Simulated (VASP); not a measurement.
A run of VASP 6.6.1 is set up as follows.

The input INCAR:

```
SYSTEM = Ca8O9
PREC = Accurate
ENCUT = 520
EDIFF = 1E-6
ISMEAR = -1
SIGMA = 0.05
LREAL = Auto
LASPH = .True.
NELM = 100
ALGO = Normal
ISIF = 2
LWAVE = .False.
LCHARG = .True.
GGA = PS
LELF = .True.
LVHAR = .True.
NELECT = 136.0
NBANDS = 81
```

Contents of KPOINTS:

```
Automatic mesh
0
Gamma
  2 2 2
  0.5 0.5 0.5
```

File POSCAR:

```
Ca8O9
1.0
    9.5352000000      0.0000000000      0.0000000000
    0.0000000000      4.7676000000      0.0000000000
    0.0000000000      0.0000000000      4.7676000000
O Ca
9 8
Direct
    0.2505320000      0.0051520000      0.9878670000
    0.7469570000      0.0147920000      0.0062840000
    0.0022880000      0.4995870000      0.0089680000
    0.4456640000      0.3888630000      0.0053040000
    0.9985830000      0.0067120000      0.5025940000
    0.4964420000      0.9947070000      0.4993790000
    0.2541970000      0.5006490000      0.5037990000
    0.7531320000      0.5074170000      0.4999030000
    0.5552250000      0.5987150000      0.0017510000
    0.0006600000      0.0157730000      0.9941910000
    0.4994170000      0.0097000000      0.0078200000
    0.2513090000      0.5152370000      0.0000570000
    0.7489550000      0.5146990000      0.0053410000
    0.2445850000      0.9974640000      0.4900670000
    0.7536970000      0.0105360000      0.4902870000
    0.0023270000      0.4926480000      0.4952800000
    0.4990700000      0.4920580000      0.5055530000
```

Potentials or basis: VASP PAW PBE potentials, release 64 (O, Ca_sv).

Launch:

```bash
$ cat potpaw_PBE.64/O/POTCAR potpaw_PBE.64/Ca_sv/POTCAR > POTCAR
$ mpirun -np 1 vasp_std > vasp.out
```

Question: Predict the largest force.

Answer: 4.941 eV/Å.

Forces on the atoms (eV/Å):
```
O   -0.711 -0.332  0.205
O    0.658  0.421 -0.243
O   -0.011  0.264 -0.260
O   -3.261 -0.455  0.086
O    0.046 -0.235 -0.181
O    0.156  0.114  0.110
O   -0.378  0.183 -0.188
O   -0.010 -0.088  0.053
O    1.367  3.071 -0.165
Ca  -0.048 -0.430  0.162
Ca   0.692 -2.877 -0.222
Ca  -3.538  0.292 -0.100
Ca   4.876 -0.773 -0.184
Ca   0.624  0.210  0.255
Ca  -0.449 -0.251  0.473
Ca  -0.111  0.577  0.245
Ca   0.097  0.307 -0.047
```

Caveat: the k points lie up to 0.66 Å⁻¹ apart; the cell carries a net charge on a neutralising background, which shifts energy and pressure; the PAW data sets were made with another functional, which shifts forces and pressure a little.
